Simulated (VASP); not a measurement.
# AlNi (P4/mmm) in VASP: further runs

AlNi is run at these levels: PBEsol; tasks: single point.

Program: VASP 6.6.1. These are calculated values, not measurements. Logs are shortened: lines on timing, memory, paths and dates and some standing lists are left out, and cuts for length are marked.

**1. The cell of the first run**

Symmetry: P4/mmm, No. 123, tetragonal system. Conventional cell: a = 2.862 Å, b = 2.862 Å, c = 2.934 Å, α = 90.00°, β = 90.00°, γ = 90.00°. Al (site symmetry 4/mmm) has 8 Ni at 2.50 Å and 6 Al at 2.86 to 2.93 Å within 3.3 Å. Within 3.3 Å of Ni (site symmetry 4/mmm) lie 8 Al at 2.50 Å and 6 Ni at 2.86 to 2.93 Å.

**2. Single point, PBEsol (strain +0.000 along x and y, +0.025 along z)**

INCAR reads:

```
SYSTEM = AlNi
ALGO     = Normal         ! electronic algorithm
EDIFF    = 1E-6           ! SCF threshold, eV
ENCUT    = 600            ! plane-wave cutoff, eV
GGA      = PS             ! functional
GGA_COMPAT= .False.      
ISIF     = 2              ! what is computed and relaxed
ISMEAR   = 0              ! smearing method
LASPH    = .True.         ! aspherical terms in the spheres
LCHARG   = .False.        ! write CHGCAR
LREAL    = .False.        ! projectors in reciprocal space
LWAVE    = .False.        ! write WAVECAR
NBANDS   = 14             ! bands
NELM     = 120            ! most SCF steps
PREC     = Accurate       ! precision mode
SIGMA    = 0.15           ! smearing width, eV
```

KPOINTS reads:

```
k-points
0
Gamma
  20 20 20
  0 0 0
```

POSCAR reads:

```
AlNi
1.0
    2.8621655520      0.0000000000      0.0000000000
    0.0000000000      2.8621655520      0.0000000000
    0.0000000000      0.0000000000      2.9337196908
Al Ni
1 1
Direct
    0.0000000000      0.0000000000      0.0000000000
    0.5000000000      0.5000000000      0.5000000000
```

Potentials or basis: VASP PAW PBE potentials, release 64 (Al, Ni).

On the command line:

```sh
> cat potpaw_PBE.64/Al/POTCAR potpaw_PBE.64/Ni/POTCAR > POTCAR
> mpirun -np 1 vasp_std > vasp.out
```

OUTCAR:

```text
SYSTEM = AlNi
   EDIFF = 1E-6
   ENCUT = 600
   GGA = PS
   ISIF = 2
   ISMEAR = 0
   LASPH = .True.
   LREAL = .False.
   NELM = 120
   PREC = Accurate

 ion  position               nearest neighbor table
   1  0.000  0.000  0.000-   2 2.50   2 2.50   2 2.50   2 2.50   2 2.50   2 2.50   2 2.50   2 2.50

   2  0.500  0.500  0.500-   1 2.50   1 2.50   1 2.50   1 2.50   1 2.50   1 2.50   1 2.50   1 2.50

  LATTYP: Found a simple tetragonal cell.
 ALAT       =     2.8621655520
 C/A-ratio  =     1.0250000000

  Lattice vectors:

 A1 = (   2.8621655520,   0.0000000000,   0.0000000000)
 A2 = (   0.0000000000,   2.8621655520,   0.0000000000)
 A3 = (   0.0000000000,   0.0000000000,   2.9337196908)

Analysis of symmetry for initial positions (statically):
=====================================================================
 Subroutine PRICEL returns:
 Original cell was already a primitive cell.

 Routine SETGRP: Setting up the symmetry group for a
 simple tetragonal supercell.

 Subroutine GETGRP returns: Found 16 space group operations
 (whereof 16 operations were pure point group operations)
 out of a pool of 16 trial point group operations.

The static configuration has the point symmetry D_4h.

Analysis of symmetry for dynamics (positions and initial velocities):
=====================================================================
 Subroutine PRICEL returns:
 Original cell was already a primitive cell.

 Routine SETGRP: Setting up the symmetry group for a
 simple tetragonal supercell.

 Subroutine GETGRP returns: Found 16 space group operations
 (whereof 16 operations were pure point group operations)
 out of a pool of 16 trial point group operations.

The dynamic configuration has the point symmetry D_4h.

 Subroutine INISYM returns: Found 16 space group operations
 (whereof 16 operations are pure point group operations),
 and found     1 'primitive' translations

----------------------------------------------------------------------------------------

                                     Primitive cell

  volume of cell :      24.0330

  direct lattice vectors                    reciprocal lattice vectors
     2.862165552  0.000000000  0.000000000     0.349385800  0.000000000  0.000000000
     0.000000000  2.862165552  0.000000000     0.000000000  0.349385800  0.000000000
     0.000000000  0.000000000  2.933719691     0.000000000  0.000000000  0.340864195

  length of vectors
     2.862165552  2.862165552  2.933719691     0.349385800  0.349385800  0.340864195

  position of ions in fractional coordinates (direct lattice)
     0.000000000  0.000000000  0.000000000
     0.500000000  0.500000000  0.500000000

  ion indices of the primitive-cell ions
   primitive index   ion index
                 1           1
                 2           2

----------------------------------------------------------------------------------------

 KPOINTS: k-points

Automatic generation of k-mesh.
 Grid dimensions read from file:
 generate k-points for:   20   20   20

 Generating k-lattice:

  Cartesian coordinates                     Fractional coordinates (reciprocal lattice)
     0.017469290  0.000000000  0.000000000     0.050000000  0.000000000  0.000000000
     0.000000000  0.017469290  0.000000000     0.000000000  0.050000000  0.000000000
     0.000000000  0.000000000  0.017043210     0.000000000  0.000000000  0.050000000

  Length of vectors
     0.017469290  0.017469290  0.017043210

  Shift w.r.t. Gamma in fractional coordinates (k-lattice)
     0.000000000  0.000000000  0.000000000

 Subroutine IBZKPT returns following result:
 ===========================================

 Found    726 irreducible k-points:

 Following reciprocal coordinates:
            Coordinates               Weight
  0.000000  0.000000  0.000000      1.000000
  0.050000  0.000000  0.000000      4.000000
  0.100000  0.000000  0.000000      4.000000
  0.150000  0.000000  0.000000      4.000000
  0.200000  0.000000  0.000000      4.000000
  0.250000  0.000000  0.000000      4.000000
[... 16 lines left out ...]
  0.150000  0.100000  0.000000      8.000000
  0.200000  0.100000  0.000000      8.000000
 [... further k-points ...]
   k-points           NKPTS =    726   k-points in BZ     NKDIM =    726   number of bands    NBANDS=     14
   number of dos      NEDOS =    301   number of ions     NIONS =      2
   total plane-waves  NPLWV =  13824
   dimension x,y,z NGX =    24 NGY =   24 NGZ =   24
   dimension x,y,z NGXF=    48 NGYF=   48 NGZF=   48
   ions per type =               1   1
   NGX,Y,Z   is equivalent  to a cutoff of  13.94, 13.94, 13.60 a.u.
   NGXF,Y,Z  is equivalent  to a cutoff of  27.88, 27.88, 27.20 a.u.
 SYSTEM =  AlNi
   PREC   = accura    normal or accurate (medium, high low for compatibility)
   ISTART =      0    job   : 0-new  1-cont  2-samecut
   ICHARG =      2    charge: 1-file 2-atom 10-const
   ISPIN  =      1    spin polarized calculation?
   LNONCOLLINEAR =      F non collinear calculations
   LSORBIT =      F    spin-orbit coupling
   LASPH  =      T    aspherical Exc in radial PAW
   ENCUT  =  600.0 eV  44.10 Ry    6.64 a.u.   5.72  5.72  5.86*2*pi/ulx,y,z
   NELM   =    120;   NELMIN=  2; NELMDL= -5     # of ELM steps
   EDIFF  = 0.1E-05   stopping-criterion for ELM
   LREAL  =      F    real-space projection
   EDIFFG = 0.1E-04   stopping-criterion for IOM
   NSW    =      0    number of steps for IOM
   IBRION =     -1    ionic relax: 0-MD 1-quasi-New 2-CG
   NFREE  =      0    steps in history (QN), initial steepest desc. (CG)
   ISIF   =      2    stress and relaxation
   ISYM   =      2    0-nonsym 1-usesym 2-fastsym
   POTIM  = 0.5000    time-step for ionic-motion
   TEBEG  =    0.0;   TEEND  =   0.0 temperature during run
   PSTRESS=    0.0 pullay stress
   NELECT =      13.0000    total number of electrons
   NUPDOWN=      -1.0000    fix difference up-down
   EMIN   =  10.00;   EMAX   =-10.00  energy-range for DOS
   EFERMI =   0.00;   METHOD = LEGACY
   ISMEAR =     0;   SIGMA  =   0.15  broadening in eV -4-tet -1-fermi 0-gaus
   EFERMI_NEDOS =   21; number of points for ismear=-14 and -15
   IALGO  =     38    algorithm
   IMIX   =      4    mixing-type and parameters
     AMIX     =   0.40;   BMIX     =  1.00
     AMIX_MAG =   1.60;   BMIX_MAG =  1.00
  volume/ion in A,a.u.               =      12.02        81.09
  Fermi-wavevector in a.u.,A,eV,Ry     =   1.333890  2.520686 24.208324  1.779262
  Thomas-Fermi vector in A             =   2.462713
   LORBIT       =      0    0 simple, 1 ext, 2 COOP (PROOUT), +10 PAW based schemes
   GGA     = PS    functional components
   LHFCALC =     F    Hartree Fock is set to
   AEXX    =    0.0000 exact exchange contribution
   IVDW    =     0    specifies the selected vdW correction
   LEPSILON=     F    determine dielectric tensor
   LRPA    =     F    only Hartree local field effects (RPA)
 non-spin polarized calculation
 Gauss-broadening in eV      SIGMA  =   0.15
  energy-cutoff  :      600.00
  volume of cell :       24.03
 maximum number of plane-waves:       824
 NGX is ok and might be reduce to    24
   NGX = 11   NGY = 11   NGZ = 11

 number of electron      13.0000006 magnetization

 Free energy of the ion-electron system (eV)
  ---------------------------------------------------
  ext. energy  EPLUGINS =         0.00000000
  ---------------------------------------------------
  free energy    TOTEN  =       -11.58140812 eV

  energy without entropy =      -11.57138479  energy(sigma->0) =      -11.57639646

 E-fermi :   9.8303     XC(G=0): -12.1418

 val. band max:        9.8242675739   @ k =   0.3000   0.2000   0.4000
 cond. band min:       9.8309321683   @ k =   0.3500   0.0000   0.2000
 fundamental gap:      0.0066645944
 Fermi energy:         9.8303336826

 k-point     1 :       0.0000    0.0000    0.0000
  band No.  band energies     occupation
      1      -1.2637      2.00000
      2       6.6070      2.00000
      3       6.6274      2.00000
      4       8.2781      2.00000
      5       8.2781      2.00000
      6       8.3452      2.00000
      7      14.7307      0.00000
      8      15.6017      0.00000
      9      15.6017      0.00000
     10      17.8315      0.00000
     11      18.0601      0.00000
     12      23.4990      0.00000
     13      30.4935      0.00000
     14      30.4935      0.00000

 k-point     2 :       0.0500    0.0000    0.0000
  band No.  band energies     occupation
      1      -1.2170      2.00000
      2       6.6138      2.00000
      3       6.6306      2.00000
      4       8.2553      2.00000
      5       8.2804      2.00000
      6       8.3251      2.00000
      7      14.7944      0.00000
      8      15.0223      0.00000
      9      15.6625      0.00000
     10      17.8719      0.00000
     11      18.5385      0.00000
     12      23.6783      0.00000
     13      29.8513      0.00000
     14      30.4929      0.00000

 k-point     3 :       0.1000    0.0000    0.0000
  band No.  band energies     occupation
      1      -1.0773      2.00000
      2       6.6105      2.00000
      3       6.6573      2.00000
      4       8.1904      2.00000
      5       8.2681      2.00000
      6       8.2871      2.00000
      7      13.9281      0.00000
      8      14.9821      0.00000
      9      15.8421      0.00000
     10      17.8912      0.00000
     11      19.4149      0.00000
     12      24.2364      0.00000
     13      28.6626      0.00000
     14      29.3260      0.00000

 k-point     4 :       0.1500    0.0000    0.0000
  band No.  band energies     occupation
      1      -0.8455      2.00000
      2       6.5759      2.00000
      3       6.7083      2.00000
      4       8.0937      2.00000
      5       8.1822      2.00000
      6       8.2974      2.00000
      7      12.7748      0.00000
      8      15.2843      0.00000
      9      16.1329      0.00000
     10      17.9127      0.00000
     11      20.2044      0.00000
     12      25.1885      0.00000
     13      27.3971      0.00000
     14      28.0881      0.00000

 k-point     5 :       0.2000    0.0000    0.0000
  band No.  band energies     occupation
      1      -0.5234      2.00000
      2       6.4811      2.00000
      3       6.7745      2.00000
      4       7.9781      2.00000
      5       8.0786      2.00000
      6       8.3106      2.00000
      7      11.6984      0.00000
      8      15.6887      0.00000
      9      16.5245      0.00000
     10      17.9402      0.00000
     11      20.8439      0.00000
[... 276 lines left out ...]
 k-point    22 :       0.1000    0.1000    0.0000
  band No.  band energies     occupation
      1      -0.8919      2.00000
      2       6.6424      2.00000
      3       6.6668      2.00000
      4       8.1784      2.00000
      5       8.1819      2.00000
      6       8.2238      2.00000
      7      13.8459      0.00000
      8      14.4576      0.00000
      9      15.2297      0.00000
     10      18.4852      0.00000
     11      20.4199      0.00000
     12      24.8069      0.00000
     13      27.4876      0.00000
     14      28.7272      0.00000

 k-point    23 :       0.1500    0.1000    0.0000
  band No.  band energies     occupation
      1      -0.6614      2.00000
      2       6.6227      2.00000
      3       6.7126      2.00000
      4       8.0877      2.00000
      5       8.0981      2.00000
      6       8.2214      2.00000
      7      12.8995      0.00000
      8      14.4935      0.00000
      9      15.5277      0.00000
     10      18.6361      0.00000
     11      21.2684      0.00000
     12      25.5713      0.00000
     13      26.2787      0.00000
     14      27.5075      0.00000

 k-point    24 :       0.2000    0.1000    0.0000
  band No.  band energies     occupation
      1      -0.3413      2.00000
      2       6.5395      2.00000
      3       6.7797      2.00000
      4       7.9788      2.00000
      5       7.9872      2.00000
      6       8.2338      2.00000
      7      11.8423      0.00000
      8      14.7919      0.00000
      9      15.9273      0.00000
     10      18.7455      0.00000
     11      21.9987      0.00000
     12      25.0526      0.00000
     13      26.2726      0.00000
     14      26.7460      0.00000

 [... further k-points ...]

------------------------ aborting loop because EDIFF is reached ----------------------------------------

  FORCE on cell =-STRESS in cart. coord.  units (eV):
  Direction    XX          YY          ZZ          XY          YZ          ZX
  --------------------------------------------------------------------------------------
  -------------------------------------------------------------------------------------
  Total       -0.5072772     -0.5072772     -0.7566946      0.0000000      0.0000000      0.0000000
  in kB      -33.8179916    -33.8179916    -50.4455794      0.0000000      0.0000000      0.0000000
  external PRESSURE =     -39.3605209 kB  Pullay stress =       0.0000000 kB

 VOLUME and BASIS-vectors are now :
 -----------------------------------------------------------------------------
  energy-cutoff  :      600.00
  volume of cell :       24.03
      direct lattice vectors                 reciprocal lattice vectors
     2.862165552  0.000000000  0.000000000     0.349385800  0.000000000  0.000000000
     0.000000000  2.862165552  0.000000000     0.000000000  0.349385800  0.000000000
     0.000000000  0.000000000  2.933719691     0.000000000  0.000000000  0.340864195

 POSITION                                       TOTAL-FORCE (eV/Angst)
 -----------------------------------------------------------------------------------
      0.00000      0.00000      0.00000         0.000000      0.000000      0.000000
      1.43108      1.43108      1.46686         0.000000      0.000000      0.000000
 -----------------------------------------------------------------------------------
    total drift:                                0.000000      0.000000     -0.000000

  FREE ENERGIE OF THE ION-ELECTRON SYSTEM (eV)
  ---------------------------------------------------
  free  energy   TOTEN  =       -11.5814081221 eV

  energy  without entropy=      -11.5713847896  energy(sigma->0) =      -11.57639646
```

Wall time 3.2 min (1 thread of Intel Xeon 8259CL, shared host); peak memory 0.4 GiB.

What came out:

- Free energy: -11.5814 eV
- Pressure: -3.9 GPa
- Band gap on the k mesh: zero (an odd number of electrons rules out a gap without spin polarisation)

Caveat: the cell differs from its parent crystal (strain +0.000 along x and y, +0.025 along z); the cell stands under tension; the PAW data sets were made with another functional, which shifts forces and pressure a little. Spin polarisation is off, so any magnetic state and its effect on volume and gap are missing.

(Continued in part 2 of 2.)
